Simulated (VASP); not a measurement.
BN, 2 atoms in the cell. Symmetry: I-4m2, No. 119, tetragonal system. The conventional cell has a = 2.741 Å, b = 2.741 Å, c = 3.475 Å, α = 90.00°, β = 90.00°, γ = 90.00°. Within 2.2 Å of B (site symmetry -4m2) lie 4 N at 1.62 Å. Within 2.2 Å of N (site symmetry -4m2) lie 4 B at 1.62 Å.  This cell differs from its parent crystal: volume 6.525 Å^3 an atom, c/a of the conventional cell 0.8966.

| Item | Value |
| --- | --- |
| Program | VASP 6.6.1 |
| Task | single point |
| Functional | PBE |
| Potentials or basis | VASP PAW PBE potentials, release 64 (B, N) |
| Cutoff | 520 eV |
| k mesh | 12 × 12 × 12 |
| Occupations | gaussian, width 0.05 eV |
| Spin | no spin polarisation |
| Dipole correction | no |
| Further INCAR settings | ALGO = Normal; EDIFF = 1e-06; NBANDS = 11 |

Potentials or basis: VASP PAW PBE potentials, release 64 (B, N).

Command:

```console
$ cat potpaw_PBE.64/B/POTCAR potpaw_PBE.64/N/POTCAR > POTCAR
$ mpirun -np 1 vasp_std > vasp.out
```

Hardware: 1 thread of AMD EPYC 7R13, with other jobs on the host.

Q: How long does it take, and how much memory?

A: Run time: 44 s on 1 thread of AMD EPYC 7R13, with other jobs on the host, peak memory 0.1 GiB. Counts: scf iterations 12, k points 163.
